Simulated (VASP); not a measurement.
# GePt (P-6m2) in VASP: a series of runs, part 2 of 2

VASP 6.6.1.

### 3 Single point, PBE

Input file INCAR:

```
SYSTEM = GePt
ALGO = Normal
EDIFF = 1E-6
ENCUT = 500
GGA = PE
GGA_COMPAT = .FALSE.
ISIF = 2
ISMEAR = 0
LASPH = .TRUE.
LCHARG = .TRUE.
LELF = .TRUE.
LREAL = .FALSE.
LVHAR = .TRUE.
LWAVE = .FALSE.
NBANDS = 19
NELM = 120
PREC = Accurate
SIGMA = 0.2
```

Input file KPOINTS:

```
k-points
0
G
  7 7 4
  0 0 0
```

Input file POSCAR:

```
GePt
1.0
    3.4598870074      0.0000000000      0.0000000000
   -1.7299435037      2.9963500427      0.0000000000
    0.0000000000      0.0000000000      3.3628254517
Ge Pt
1 1
Direct
    0.6666666667      0.3333333333      0.0000000000
    0.3333333333      0.6666666667      0.5000000000
```

Potentials or basis: VASP PAW PBE potentials, release 64 (Ge_d, Pt).

Run with:

```bash
$ cat potpaw_PBE.64/Ge_d/POTCAR potpaw_PBE.64/Pt/POTCAR > POTCAR
$ mpirun -np 1 vasp_std > vasp.out
```

OUTCAR:

```text
SYSTEM = GePt
   EDIFF = 1E-6
   ENCUT = 500
   GGA = PE
   ISIF = 2
   ISMEAR = 0
   LASPH = .TRUE.
   LREAL = .FALSE.
   NELM = 120
   PREC = Accurate

 ion  position               nearest neighbor table
   1  0.667  0.333  0.000-   2 2.61   2 2.61   2 2.61   2 2.61   2 2.61   2 2.61
   2  0.333  0.667  0.500-   1 2.61   1 2.61   1 2.61   1 2.61   1 2.61   1 2.61

  LATTYP: Found a hexagonal cell.
 ALAT       =     3.4598870074
 C/A-ratio  =     0.9719466111

  Lattice vectors:

 A1 = (   3.4598870074,   0.0000000000,   0.0000000000)
 A2 = (  -1.7299435037,   2.9963500427,   0.0000000000)
 A3 = (   0.0000000000,   0.0000000000,   3.3628254517)

Analysis of symmetry for initial positions (statically):
=====================================================================
 Subroutine PRICEL returns:
 Original cell was already a primitive cell.

 Routine SETGRP: Setting up the symmetry group for a
 hexagonal supercell.

 Subroutine GETGRP returns: Found 12 space group operations
 (whereof 12 operations were pure point group operations)
 out of a pool of 24 trial point group operations.

The static configuration has the point symmetry D_3h.

Analysis of symmetry for dynamics (positions and initial velocities):
=====================================================================
 Subroutine PRICEL returns:
 Original cell was already a primitive cell.

 Routine SETGRP: Setting up the symmetry group for a
 hexagonal supercell.

 Subroutine GETGRP returns: Found 12 space group operations
 (whereof 12 operations were pure point group operations)
 out of a pool of 24 trial point group operations.

The dynamic configuration has the point symmetry D_3h.

 Subroutine INISYM returns: Found 12 space group operations
 (whereof 12 operations are pure point group operations),
 and found     1 'primitive' translations

----------------------------------------------------------------------------------------

                                     Primitive cell

  volume of cell :      34.8625

  direct lattice vectors                    reciprocal lattice vectors
     3.459887007  0.000000000  0.000000000     0.289026780  0.166869689  0.000000000
    -1.729943504  2.996350043  0.000000000     0.000000000  0.333739378  0.000000000
     0.000000000  0.000000000  3.362825452     0.000000000  0.000000000  0.297368988

  length of vectors
     3.459887007  3.459887007  3.362825452     0.333739378  0.333739378  0.297368988

  position of ions in fractional coordinates (direct lattice)
     0.666666667  0.333333333  0.000000000
     0.333333333  0.666666667  0.500000000

  ion indices of the primitive-cell ions
   primitive index   ion index
                 1           1
                 2           2

----------------------------------------------------------------------------------------

 KPOINTS: k-points

Automatic generation of k-mesh.
 Grid dimensions read from file:
 generate k-points for:    7    7    4

 Generating k-lattice:

  Cartesian coordinates                     Fractional coordinates (reciprocal lattice)
     0.041289540  0.023838527  0.000000000     0.142857143 -0.000000000  0.000000000
     0.000000000  0.047677054  0.000000000     0.000000000  0.142857143  0.000000000
     0.000000000  0.000000000  0.074342247     0.000000000  0.000000000  0.250000000

  Length of vectors
     0.047677054  0.047677054  0.074342247

  Shift w.r.t. Gamma in fractional coordinates (k-lattice)
     0.000000000  0.000000000  0.000000000

 Subroutine IBZKPT returns following result:
 ===========================================

 Found     24 irreducible k-points:

 Following reciprocal coordinates:
            Coordinates               Weight
  0.000000  0.000000  0.000000      1.000000
  0.142857 -0.000000  0.000000      6.000000
  0.285714 -0.000000  0.000000      6.000000
  0.428571  0.000000  0.000000      6.000000
  0.142857  0.142857  0.000000      6.000000
  0.285714  0.142857  0.000000     12.000000
[... 16 lines left out ...]
  0.428571  0.142857  0.500000      6.000000
  0.285714  0.285714  0.500000      6.000000
   k-points           NKPTS =     24   k-points in BZ     NKDIM =     24   number of bands    NBANDS=     19
   number of dos      NEDOS =    301   number of ions     NIONS =      2
   total plane-waves  NPLWV =  21952
   dimension x,y,z NGX =    28 NGY =   28 NGZ =   28
   dimension x,y,z NGXF=    56 NGYF=   56 NGZF=   56
   ions per type =               1   1
   NGX,Y,Z   is equivalent  to a cutoff of  13.45, 13.45, 13.84 a.u.
   NGXF,Y,Z  is equivalent  to a cutoff of  26.91, 26.91, 27.68 a.u.
 SYSTEM =  GePt
   PREC   = accura    normal or accurate (medium, high low for compatibility)
   ISTART =      0    job   : 0-new  1-cont  2-samecut
   ICHARG =      2    charge: 1-file 2-atom 10-const
   ISPIN  =      1    spin polarized calculation?
   LNONCOLLINEAR =      F non collinear calculations
   LSORBIT =      F    spin-orbit coupling
   LASPH  =      T    aspherical Exc in radial PAW
   ENCUT  =  500.0 eV  36.75 Ry    6.06 a.u.   6.31  6.31  6.13*2*pi/ulx,y,z
   NELM   =    120;   NELMIN=  2; NELMDL= -5     # of ELM steps
   EDIFF  = 0.1E-05   stopping-criterion for ELM
   LREAL  =      F    real-space projection
   EDIFFG = 0.1E-04   stopping-criterion for IOM
   NSW    =      0    number of steps for IOM
   IBRION =     -1    ionic relax: 0-MD 1-quasi-New 2-CG
   NFREE  =      0    steps in history (QN), initial steepest desc. (CG)
   ISIF   =      2    stress and relaxation
   ISYM   =      2    0-nonsym 1-usesym 2-fastsym
   POTIM  = 0.5000    time-step for ionic-motion
   TEBEG  =    0.0;   TEEND  =   0.0 temperature during run
   PSTRESS=    0.0 pullay stress
   NELECT =      24.0000    total number of electrons
   NUPDOWN=      -1.0000    fix difference up-down
   EMIN   =  10.00;   EMAX   =-10.00  energy-range for DOS
   EFERMI =   0.00;   METHOD = LEGACY
   ISMEAR =     0;   SIGMA  =   0.20  broadening in eV -4-tet -1-fermi 0-gaus
   EFERMI_NEDOS =   21; number of points for ismear=-14 and -15
   IALGO  =     38    algorithm
   IMIX   =      4    mixing-type and parameters
     AMIX     =   0.40;   BMIX     =  1.00
     AMIX_MAG =   1.60;   BMIX_MAG =  1.00
  volume/ion in A,a.u.               =      17.43       117.63
  Fermi-wavevector in a.u.,A,eV,Ry     =   1.445525  2.731646 28.429957  2.089543
  Thomas-Fermi vector in A             =   2.563697
   LORBIT       =      0    0 simple, 1 ext, 2 COOP (PROOUT), +10 PAW based schemes
   GGA     = PE    functional components
   LHFCALC =     F    Hartree Fock is set to
   AEXX    =    0.0000 exact exchange contribution
   IVDW    =     0    specifies the selected vdW correction
   LEPSILON=     F    determine dielectric tensor
   LRPA    =     F    only Hartree local field effects (RPA)
 non-spin polarized calculation
 Gauss-broadening in eV      SIGMA  =   0.20
  energy-cutoff  :      500.00
  volume of cell :       34.86
 maximum number of plane-waves:       900
 NGX is ok and might be reduce to    28
   NGX = 13   NGY = 13   NGZ = 13

 number of electron      24.0000005 magnetization

 Free energy of the ion-electron system (eV)
  ---------------------------------------------------
  ext. energy  EPLUGINS =         0.00000000
  ---------------------------------------------------
  free energy    TOTEN  =       -10.99495527 eV

  energy without entropy =      -10.98669624  energy(sigma->0) =      -10.99082576

 E-fermi :   8.5571     XC(G=0): -12.0353

 val. band max:        8.3101078411   @ k =   0.2857  -0.0000   0.2500
 cond. band min:       8.7536339203   @ k =   0.2857   0.2857   0.2500
 fundamental gap:      0.4435260792
 Fermi energy:         8.5571317822

 k-point     1 :       0.0000    0.0000    0.0000
  band No.  band energies     occupation
      1     -16.5048      2.00000
      2     -16.5048      2.00000
      3     -16.4842      2.00000
      4     -16.4745      2.00000
      5     -16.4745      2.00000
      6      -3.8553      2.00000
[... 11 lines left out ...]
     18      17.8238      0.00000
     19      22.7554      0.00000
[... 485 lines left out ...]
 k-point    24 :       0.2857    0.2857    0.5000
  band No.  band energies     occupation
      1     -16.4963      2.00000
      2     -16.4934      2.00000
      3     -16.4886      2.00000
      4     -16.4853      2.00000
      5     -16.4326      2.00000
      6      -0.1980      2.00000
[... 11 lines left out ...]
     18      22.2339      0.00000
     19      25.6931      0.00000

------------------------ aborting loop because EDIFF is reached ----------------------------------------

  FORCE on cell =-STRESS in cart. coord.  units (eV):
  Direction    XX          YY          ZZ          XY          YZ          ZX
  --------------------------------------------------------------------------------------
  -------------------------------------------------------------------------------------
  Total        0.0590782      0.0590782     -0.0498022      0.0000000      0.0000000      0.0000000
  in kB        2.7150598      2.7150598     -2.2887598      0.0000000      0.0000000      0.0000000
  external PRESSURE =       1.0471199 kB  Pullay stress =       0.0000000 kB

 VOLUME and BASIS-vectors are now :
 -----------------------------------------------------------------------------
  energy-cutoff  :      500.00
  volume of cell :       34.86
      direct lattice vectors                 reciprocal lattice vectors
     3.459887007  0.000000000  0.000000000     0.289026780  0.166869689  0.000000000
    -1.729943504  2.996350043  0.000000000     0.000000000  0.333739378  0.000000000
     0.000000000  0.000000000  3.362825452     0.000000000  0.000000000  0.297368988

 POSITION                                       TOTAL-FORCE (eV/Angst)
 -----------------------------------------------------------------------------------
      1.72994      0.99878      0.00000        -0.000000     -0.000000      0.000000
     -0.00000      1.99757      1.68141         0.000000      0.000000      0.000000
 -----------------------------------------------------------------------------------
    total drift:                               -0.000001      0.000001      0.000000

  FREE ENERGIE OF THE ION-ELECTRON SYSTEM (eV)
  ---------------------------------------------------
  free  energy   TOTEN  =       -10.9949552709 eV

  energy  without entropy=      -10.9866962398  energy(sigma->0) =      -10.99082576
```

OSZICAR:

```text
N       E                     dE             d eps       ncg     rms          rms(c)
DAV:   1     0.171475522764E+03    0.17148E+03   -0.11990E+04  1088   0.305E+03
DAV:   2     0.704716414839E+01   -0.16443E+03   -0.15770E+03   935   0.570E+02
DAV:   3    -0.109373499903E+02   -0.17985E+02   -0.17762E+02  1023   0.111E+02
DAV:   4    -0.113412391554E+02   -0.40389E+00   -0.40360E+00  1028   0.166E+01
DAV:   5    -0.113483032385E+02   -0.70641E-02   -0.70636E-02  1022   0.248E+00    0.880E+00
DAV:   6    -0.110470972554E+02    0.30121E+00   -0.16606E+00   978   0.745E+00    0.430E+00
DAV:   7    -0.110070838162E+02    0.40013E-01   -0.10144E-01  1202   0.363E+00    0.255E+00
DAV:   8    -0.109952468444E+02    0.11837E-01   -0.25820E-02  1206   0.137E+00    0.254E-01
DAV:   9    -0.109949499250E+02    0.29692E-03   -0.16596E-03  1191   0.711E-01    0.905E-02
DAV:  10    -0.109949531756E+02   -0.32506E-05   -0.19987E-04  1206   0.132E-01    0.213E-02
DAV:  11    -0.109949546919E+02   -0.15163E-05   -0.13791E-05  1188   0.564E-02    0.443E-03
DAV:  12    -0.109949552709E+02   -0.57900E-06   -0.53506E-07   632   0.830E-03
   1 F= -.10994955E+02 E0= -.10990826E+02  d E =-.825903E-02
```

stdout:

```text
POSCAR found type information on POSCAR GePt
 POSCAR found :  2 types and       2 ions
 scaLAPACK will be used
 LDA part: xc-table for (Slater+PW92), standard interpolation
 POSCAR, INCAR and KPOINTS ok, starting setup
 FFT: planning ... GRIDC
 FFT: planning ... GRID_SOFT
 FFT: planning ... GRID
 WAVECAR not read
 entering main loop
```

It took 13 s on 1 thread of Intel Xeon 6975P-C, shared host; peak memory 0.17 GiB.

What came out:

```yaml
Free_energy: -10.9950 eV
Pressure: 0.1 GPa
Band_gap_on_the_k_mesh: zero (band 12 reaches 10.30 eV, above the bottom of band 13 at 7.31 eV)
```

Levels at points of the mesh, in eV from the Fermi level:
| k point | band 10 | band 11 | band 12 | band 13 | band 14 | band 15 |
| --- | --- | --- | --- | --- | --- | --- |
| (0.00, 0.00, 0.00) | -2.79 | -2.79 | 0.94 | 4.46 | 4.46 | 4.86 |
| (0.00, 0.00, 0.50) | -3.46 | -3.46 | -1.94 | 4.65 | 4.65 | 8.82 |

Caveat: the k points lie up to 0.47 Å⁻¹ apart; spin-orbit coupling is left out, which moves the levels of the heavy elements.
